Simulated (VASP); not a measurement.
Here is a VASP 6.6.1 calculation.

Contents of INCAR:

```
SYSTEM = Ti
ALGO = Normal ; DIPOL = 0.5 0.5 0.495
EDIFF = 1E-6 ; ENCUT = 520
GGA = PE ; IDIPOL = 3
ISIF = 2 ; ISMEAR = 0
LASPH = .True. ; LCHARG = .True.
LDIPOL = .True. ; LELF = .True.
LREAL = .False. ; LVACPOTAV = .True.
LVHAR = .True. ; LWAVE = .False.
NBANDS = 64 ; NELM = 60
PREC = Accurate ; SIGMA = 0.1
```

The input KPOINTS:

```
k-points
0
Gamma
  10 4 1
  0 0 0
```

Contents of POSCAR:

```
Ti
1.0
    2.8319727881      0.0000000000      0.0000000000
    0.0000000000      7.9316622551      0.0000000000
    0.0000000000      0.0000000000     18.5793473381
Ti
9
Direct
    0.0000000000      0.5000000000      0.3767624273
    0.5000000000      0.1666666667      0.3767624273
    0.5000000000      0.8333333333      0.3767624273
    0.0000000000      0.0000000000      0.4963249331
    0.5000000000      0.6684928875      0.4948893423
    0.5000000000      0.3315071125      0.4948893423
    0.0000000000      0.5000000000      0.6095280777
    0.5000000000      0.1666364294      0.6150315137
    0.5000000000      0.8333635706      0.6150315137
```

Potentials or basis: VASP PAW PBE potentials, release 64 (Ti_sv).

Launch:

```console
$ cat potpaw_PBE.64/Ti_sv/POTCAR > POTCAR
$ mpirun -np 1 vasp_std > vasp.out
```

(1) Estimate the largest force.

(2) Estimate the band gap on the k mesh.

Results:

(1) 0.175 eV/Å.

(2) zero (bands 54 and 55 overlap by 0.40 eV).
